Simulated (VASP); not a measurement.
The system is Mg.

```
CELL_PARAMETERS angstrom
2.85759 0.00000 0.00000
0.00000 2.85759 0.00000
0.00000 0.00000 2.85759
ATOMIC_POSITIONS crystal
Mg 0.00000 0.00000 0.00000
```

This isn't the form of Mg at room conditions, which is hcp.

```yaml
Program: VASP 6.6.1
Task: relaxation of cell and atoms
Functional: LDA
Potentials_or_basis: VASP PAW LDA potentials, release 64 (Mg_sv)
Cutoff: 750 eV
k_mesh: 15 × 15 × 15
Occupations: fermi-dirac, width 0.05 eV
Spin: no spin polarisation
```

At the start: pressure 2.6 GPa; volume 23.33 Å³/atom.

Problem. How do energy, volume and symmetry change on relaxing?

Solution. Over 4 steps the energy falls by 14.6 meV/atom and the volume is 25.24 Å³/atom (+8.2 %); space group Pm-3m (No. 221, to 0.1 Å) before and after.

Step by step:
```tsv
step	energy change (eV)	largest force (eV/Å)	pressure (GPa)	volume (Å³)
1	0.0000	0.0000	2.60	23.33
2	-0.0132	0.0000	0.72	24.64
3	-0.0146	0.0000	-0.04	25.28
4	-0.0146	0.0000	0.01	25.24
```

Final structure:
```
Mg
1.0
     2.93329    0.00000    0.00000
     0.00000    2.93329    0.00000
     0.00000    0.00000    2.93329
Mg
1
Direct
  0.00000 0.00000 0.00000
```
